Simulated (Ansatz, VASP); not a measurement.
## Li2BrCl: VASP beside Ansatz

```xyz
4
Lattice="1.8873 1.0896 6.1567 -1.8873 1.0896 6.1567 0.0000 -2.1792 6.1567" Properties=species:S:1:pos:R:3 pbc="T T T"
Cl    1.8873    1.0896    6.1567
Br    0.0000    0.0000    9.2350
Li    0.0000    0.0000    4.6984
Li    0.0000    0.0000   13.7716
```

Alike in both runs: task single point; functional PBE; k mesh 6 × 6 × 6; no spin polarisation.

|  | VASP | Ansatz |
| --- | --- | --- |
| version | VASP 6.6.1 | Ansatz 0.2.0 |
| potentials or method | VASP PAW PBE potentials, release 64 (Cl, Br, Li_sv) | plane waves, PAW |
| plane-wave cutoff (eV) | 520 | 420 |
| occupations | gaussian, width 0.01 eV | fixed |
| valence electrons in the cell | 20 | 20 |

VASP gave:

* gap on the k mesh at the Fermi level (eV): 5.02

Question: Estimate Ansatz's values.

Answer: gap on the k mesh at the Fermi level (eV): 5.01.

Noted on VASP's run: the cutoff is short for stress, so the pressure is rough.
